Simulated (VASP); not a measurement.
# SnTe (Fm-3m) in VASP: single point with LDA

Aim: the single point of SnTe with LDA.

Program: VASP 6.6.1. These are calculated values, not measurements. Logs are shortened: lines on timing, memory, paths and dates and some standing lists are left out, and cuts for length are marked.

## 1. The cell of the first run

It takes space group Fm-3m (No. 225, cubic). The conventional cell has a = 6.417 Å, b = 6.417 Å, c = 6.417 Å, α = 90.00°, β = 90.00°, γ = 90.00°. Within 4.2 Å of Sn (site symmetry m-3m) lie 6 Te at 3.21 Å. Within 4.2 Å of Te (site symmetry m-3m) lie 6 Sn at 3.21 Å.

## 2. Single point, LDA (volume scaled by 1.05)

INCAR reads:

```
PREC = Accurate
ENCUT = 520
EDIFF = 1E-7
ISMEAR = -1
SIGMA = 0.08
LREAL = F
LASPH = T
NELM = 60
ALGO = Normal
ISIF = 2
LWAVE = F
LCHARG = F
GGA = CA
NBANDS = 17
```

KPOINTS reads:

```
regular mesh
0
Gamma
  11 11 11
```

POSCAR reads:

```
SnTe
1.0
    0.0000000000      3.2082551003      3.2082551003
    3.2082551003      0.0000000000      3.2082551003
    3.2082551003      3.2082551003      0.0000000000
Sn Te
1 1
Direct
    0.0000000000      0.0000000000      0.0000000000
    0.5000000000      0.5000000000      0.5000000000
```

Potentials or basis: VASP PAW LDA potentials, release 64 (Sn_d, Te).

The run is started by

```bash
cat potpaw_LDA.64/Sn_d/POTCAR potpaw_LDA.64/Te/POTCAR > POTCAR
mpirun -np 1 vasp_std > vasp.out
```

OUTCAR:

```text
PREC = Accurate
   ENCUT = 520
   EDIFF = 1E-7
   ISMEAR = -1
   LREAL = F
   LASPH = T
   NELM = 60
   ISIF = 2
   GGA = CA

 ion  position               nearest neighbor table
   1  0.000  0.000  0.000-   2 3.21   2 3.21   2 3.21   2 3.21   2 3.21   2 3.21
   2  0.500  0.500  0.500-   1 3.21   1 3.21   1 3.21   1 3.21   1 3.21   1 3.21

  LATTYP: Found a face centered cubic cell.
 ALAT       =     6.4165102006

  Lattice vectors:

 A1 = (   0.0000000000,   3.2082551003,   3.2082551003)
 A2 = (   3.2082551003,   0.0000000000,   3.2082551003)
 A3 = (   3.2082551003,   3.2082551003,   0.0000000000)

Analysis of symmetry for initial positions (statically):
=====================================================================
 Subroutine PRICEL returns:
 Original cell was already a primitive cell.

 Routine SETGRP: Setting up the symmetry group for a
 face centered cubic supercell.

 Subroutine GETGRP returns: Found 48 space group operations
 (whereof 48 operations were pure point group operations)
 out of a pool of 48 trial point group operations.

The static configuration has the point symmetry O_h .

Analysis of symmetry for dynamics (positions and initial velocities):
=====================================================================
 Subroutine PRICEL returns:
 Original cell was already a primitive cell.

 Routine SETGRP: Setting up the symmetry group for a
 face centered cubic supercell.

 Subroutine GETGRP returns: Found 48 space group operations
 (whereof 48 operations were pure point group operations)
 out of a pool of 48 trial point group operations.

The dynamic configuration has the point symmetry O_h .

 Subroutine INISYM returns: Found 48 space group operations
 (whereof 48 operations are pure point group operations),
 and found     1 'primitive' translations

----------------------------------------------------------------------------------------

                                     Primitive cell

  volume of cell :      66.0445

  direct lattice vectors                    reciprocal lattice vectors
     0.000000000  3.208255100  3.208255100    -0.155847956  0.155847956  0.155847956
     3.208255100  0.000000000  3.208255100     0.155847956 -0.155847956  0.155847956
     3.208255100  3.208255100  0.000000000     0.155847956  0.155847956 -0.155847956

  length of vectors
     4.537157874  4.537157874  4.537157874     0.269936578  0.269936578  0.269936578

  position of ions in fractional coordinates (direct lattice)
     0.000000000  0.000000000  0.000000000
     0.500000000  0.500000000  0.500000000

  ion indices of the primitive-cell ions
   primitive index   ion index
                 1           1
                 2           2

----------------------------------------------------------------------------------------

 KPOINTS: regular mesh

Automatic generation of k-mesh.
 Grid dimensions read from file:
 generate k-points for:   11   11   11

 Generating k-lattice:

  Cartesian coordinates                     Fractional coordinates (reciprocal lattice)
    -0.014167996  0.014167996  0.014167996     0.090909091  0.000000000  0.000000000
     0.014167996 -0.014167996  0.014167996     0.000000000  0.090909091  0.000000000
     0.014167996  0.014167996 -0.014167996     0.000000000  0.000000000  0.090909091

  Length of vectors
     0.024539689  0.024539689  0.024539689

  Shift w.r.t. Gamma in fractional coordinates (k-lattice)
     0.000000000  0.000000000  0.000000000

 Subroutine IBZKPT returns following result:
 ===========================================

 Found     56 irreducible k-points:

 Following reciprocal coordinates:
            Coordinates               Weight
  0.000000  0.000000  0.000000      1.000000
  0.090909  0.000000  0.000000      8.000000
  0.181818  0.000000  0.000000      8.000000
  0.272727  0.000000  0.000000      8.000000
  0.363636  0.000000  0.000000      8.000000
  0.454545  0.000000  0.000000      8.000000
[... 16 lines left out ...]
 -0.272727  0.181818  0.000000     24.000000
 -0.181818  0.181818  0.000000     12.000000
 [... further k-points ...]
   k-points           NKPTS =     56   k-points in BZ     NKDIM =     56   number of bands    NBANDS=     17
   number of dos      NEDOS =    301   number of ions     NIONS =      2
   total plane-waves  NPLWV =  46656
   dimension x,y,z NGX =    36 NGY =   36 NGZ =   36
   dimension x,y,z NGXF=    72 NGYF=   72 NGZF=   72
   ions per type =               1   1
   NGX,Y,Z   is equivalent  to a cutoff of  13.19, 13.19, 13.19 a.u.
   NGXF,Y,Z  is equivalent  to a cutoff of  26.38, 26.38, 26.38 a.u.
 SYSTEM =  unknown system
   PREC   = accura    normal or accurate (medium, high low for compatibility)
   ISTART =      0    job   : 0-new  1-cont  2-samecut
   ICHARG =      2    charge: 1-file 2-atom 10-const
   ISPIN  =      1    spin polarized calculation?
   LNONCOLLINEAR =      F non collinear calculations
   LSORBIT =      F    spin-orbit coupling
   LASPH  =      T    aspherical Exc in radial PAW
   ENCUT  =  520.0 eV  38.22 Ry    6.18 a.u.   8.44  8.44  8.44*2*pi/ulx,y,z
   NELM   =     60;   NELMIN=  2; NELMDL= -5     # of ELM steps
   EDIFF  = 0.1E-06   stopping-criterion for ELM
   LREAL  =      F    real-space projection
   EDIFFG = 0.1E-05   stopping-criterion for IOM
   NSW    =      0    number of steps for IOM
   IBRION =     -1    ionic relax: 0-MD 1-quasi-New 2-CG
   NFREE  =      0    steps in history (QN), initial steepest desc. (CG)
   ISIF   =      2    stress and relaxation
   ISYM   =      2    0-nonsym 1-usesym 2-fastsym
   POTIM  = 0.5000    time-step for ionic-motion
   TEBEG  =    0.0;   TEEND  =   0.0 temperature during run
   PSTRESS=    0.0 pullay stress
   NELECT =      20.0000    total number of electrons
   NUPDOWN=      -1.0000    fix difference up-down
   EMIN   =  10.00;   EMAX   =-10.00  energy-range for DOS
   EFERMI =   0.00;   METHOD = LEGACY
   ISMEAR =    -1;   SIGMA  =   0.08  broadening in eV -4-tet -1-fermi 0-gaus
   EFERMI_NEDOS =   21; number of points for ismear=-14 and -15
   IALGO  =     38    algorithm
   IMIX   =      4    mixing-type and parameters
     AMIX     =   0.40;   BMIX     =  1.00
     AMIX_MAG =   1.60;   BMIX_MAG =  1.00
  volume/ion in A,a.u.               =      33.02       222.85
  Fermi-wavevector in a.u.,A,eV,Ry     =   1.099358  2.077486 16.443848  1.208589
  Thomas-Fermi vector in A             =   2.235751
   LORBIT       =      0    0 simple, 1 ext, 2 COOP (PROOUT), +10 PAW based schemes
   GGA     = CA    functional components
   LHFCALC =     F    Hartree Fock is set to
   AEXX    =    0.0000 exact exchange contribution
   IVDW    =     0    specifies the selected vdW correction
   LEPSILON=     F    determine dielectric tensor
   LRPA    =     F    only Hartree local field effects (RPA)
 non-spin polarized calculation
  energy-cutoff  :      520.00
  volume of cell :       66.04
 maximum number of plane-waves:      1807
 NGX is ok and might be reduce to    36
   NGX = 17   NGY = 17   NGZ = 17

 number of electron      20.0000005 magnetization

 Free energy of the ion-electron system (eV)
  ---------------------------------------------------
  ext. energy  EPLUGINS =         0.00000000
  ---------------------------------------------------
  free energy    TOTEN  =        -8.77044130 eV

  energy without entropy =       -8.76911824  energy(sigma->0) =       -8.76977977

 E-fermi :   6.0246     XC(G=0):  -9.5049

 val. band max:        5.8373751341   @ k =   0.4545   0.0000   0.0000
 cond. band min:       6.2528595263   @ k =   0.4545   0.0000   0.0000
 fundamental gap:      0.4154843921
 Fermi energy:         6.0245503234

 k-point     1 :       0.0000    0.0000    0.0000
  band No.  band energies     occupation
      1     -15.7019      2.00000
      2     -15.7019      2.00000
      3     -15.6958      2.00000
      4     -15.6958      2.00000
      5     -15.6958      2.00000
      6      -6.3608      2.00000
[... 9 lines left out ...]
     16      10.9372      0.00000
     17      12.9414      0.00000

 k-point     2 :       0.0909    0.0000    0.0000
  band No.  band energies     occupation
      1     -15.7021      2.00000
      2     -15.7021      2.00000
      3     -15.6956      2.00000
      4     -15.6954      2.00000
      5     -15.6954      2.00000
      6      -6.2965      2.00000
[... 9 lines left out ...]
     16      11.1009      0.00000
     17      13.4332      0.00000

 k-point     3 :       0.1818    0.0000    0.0000
  band No.  band energies     occupation
      1     -15.7029      2.00000
      2     -15.7029      2.00000
      3     -15.6953      2.00000
      4     -15.6943      2.00000
      5     -15.6943      2.00000
      6      -6.1101      2.00000
[... 9 lines left out ...]
     16      11.5635      0.00000
     17      14.5935      0.00000

 k-point     4 :       0.2727    0.0000    0.0000
  band No.  band energies     occupation
      1     -15.7040      2.00000
      2     -15.7040      2.00000
      3     -15.6949      2.00000
      4     -15.6927      2.00000
      5     -15.6927      2.00000
      6      -5.8249      2.00000
[... 9 lines left out ...]
     16      12.2968      0.00000
     17      16.0714      0.00000
[... 343 lines left out ...]
      1     -15.7067      2.00000
      2     -15.7046      2.00000
      3     -15.6933      2.00000
      4     -15.6912      2.00000
      5     -15.6904      2.00000
      6      -5.1834      2.00000
[... 9 lines left out ...]
     16      13.3444      0.00000
     17      16.0399      0.00000

 k-point    23 :      -0.2727    0.1818    0.0000
  band No.  band energies     occupation
      1     -15.7051      2.00000
      2     -15.7049      2.00000
      3     -15.6939      2.00000
      4     -15.6918      2.00000
      5     -15.6913      2.00000
      6      -5.4399      2.00000
[... 9 lines left out ...]
     16      14.4799      0.00000
     17      15.1621      0.00000

 k-point    24 :      -0.1818    0.1818    0.0000
  band No.  band energies     occupation
      1     -15.7046      2.00000
      2     -15.7037      2.00000
      3     -15.6947      2.00000
      4     -15.6931      2.00000
      5     -15.6919      2.00000
      6      -5.7337      2.00000
[... 9 lines left out ...]
     16      13.8315      0.00000
     17      13.9855      0.00000

 [... further k-points ...]

------------------------ aborting loop because EDIFF is reached ----------------------------------------

  FORCE on cell =-STRESS in cart. coord.  units (eV):
  Direction    XX          YY          ZZ          XY          YZ          ZX
  --------------------------------------------------------------------------------------
  -------------------------------------------------------------------------------------
  Total       -1.4687475     -1.4687475     -1.4687475     -0.0000000     -0.0000000      0.0000000
  in kB      -35.6304278    -35.6304278    -35.6304278     -0.0000000     -0.0000000      0.0000000
  external PRESSURE =     -35.6304278 kB  Pullay stress =       0.0000000 kB

 VOLUME and BASIS-vectors are now :
 -----------------------------------------------------------------------------
  energy-cutoff  :      520.00
  volume of cell :       66.04
      direct lattice vectors                 reciprocal lattice vectors
     0.000000000  3.208255100  3.208255100    -0.155847956  0.155847956  0.155847956
     3.208255100  0.000000000  3.208255100     0.155847956 -0.155847956  0.155847956
     3.208255100  3.208255100  0.000000000     0.155847956  0.155847956 -0.155847956

 POSITION                                       TOTAL-FORCE (eV/Angst)
 -----------------------------------------------------------------------------------
      0.00000      0.00000      0.00000        -0.000000      0.000000     -0.000000
      3.20826      3.20826      3.20826         0.000000     -0.000000      0.000000
 -----------------------------------------------------------------------------------
    total drift:                               -0.000000      0.000000      0.000000

  FREE ENERGIE OF THE ION-ELECTRON SYSTEM (eV)
  ---------------------------------------------------
  free  energy   TOTEN  =        -8.7704412954 eV

  energy  without entropy=       -8.7691182385  energy(sigma->0) =       -8.76977977
```

Run time: 65 s. Hardware: 1 thread of Intel Xeon 6975P-C, shared host; peak memory 0.21 GiB.

Results:

```yaml
Free_energy: -8.7704 eV
Pressure: -3.6 GPa
```

Caveat: this odd mesh misses L, where the gap lies, so gap, dielectric constants and Born charges aren't listed; spin-orbit coupling is left out, which moves the levels of the heavy elements.
